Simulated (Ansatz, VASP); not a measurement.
# GaS3: VASP beside Ansatz

```xyz
8
Lattice="7.2255 0.0000 0.0000 -3.6127 6.2575 0.0000 0.0000 0.0000 3.3281" Properties=species:S:1:pos:R:3 pbc="T T T"
Ga    0.0000    4.1716    0.8320
Ga    3.6127    2.0858    2.4961
S     3.6127    3.9173    0.8320
S    -1.5861    5.0874    2.4961
S     2.0267    1.1701    0.8320
S     0.0000    2.3402    2.4961
S     5.1988    1.1701    0.8320
S     1.5861    5.0874    2.4961
```

Alike in both runs: functional PBE; k mesh 3 × 3 × 4; occupations gaussian, width 0.1 eV; no spin polarisation.

Ansatz relaxed the structure, and its values are those at the end. VASP's run is a single point on that final structure, the one shown.

|  | VASP | Ansatz |
| --- | --- | --- |
| version | VASP 6.6.1 | Ansatz 0.2.0 |
| potentials or method | VASP PAW PBE potentials, release 64 (Ga_d, S), cutoff 520 eV | scalar-relativistic, plane waves, PAW |
| valence electrons in the cell | 62 | 62 |

|  | VASP | Ansatz | Ansatz less VASP |
| --- | --- | --- | --- |
| gap on the k mesh at the Fermi level (eV) | none | none | - |
| pressure (GPa) | 0.1 | 0.1 | +0.02 |
| rms of the force components (eV/Å) | 0.002 | 0.005 | +0.0030 |

A gap of «none» marks a metal or a gap that the smearing closes. The functional is the same, so the differences come from potentials, cutoffs and numerics.

The k mesh is coarse, so the values compare programs but aren't converged.
